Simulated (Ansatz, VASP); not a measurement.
# Na2Pd: VASP beside Ansatz

```xyz
3
Lattice="3.1302 0.0000 0.0000 -1.5651 2.7109 0.0000 0.0000 0.0000 7.9633" Properties=species:S:1:pos:R:3 pbc="T T T"
Na    0.0000    1.8072    5.6801
Na    1.5651    0.9036    2.2833
Pd    0.0000    0.0000    0.0000
```

Alike in both runs: functional PBE; k mesh 18 × 18 × 6; occupations gaussian, width 0.1 eV; no spin polarisation.

Ansatz relaxed the structure, and its values are those at the end. VASP's run is a single point on that final structure, the one shown.

```csv
,VASP,Ansatz
version,VASP 6.6.1,Ansatz 0.2.0
potentials or method,"VASP PAW PBE potentials, release 64 (Na_pv, Pd), cutoff 520 eV","scalar-relativistic, plane waves, PAW"
valence electrons in the cell,24,36
```

```csv
,VASP,Ansatz,Ansatz less VASP
gap on the k mesh at the Fermi level (eV),none,none,-
pressure (GPa),0.0,0.0,-0.02
```

A gap of «none» marks a metal or a gap that the smearing closes. VASP's potentials hold 24 valence electrons a cell and Ansatz's 36, so a difference there can come from the potentials and not from the codes.
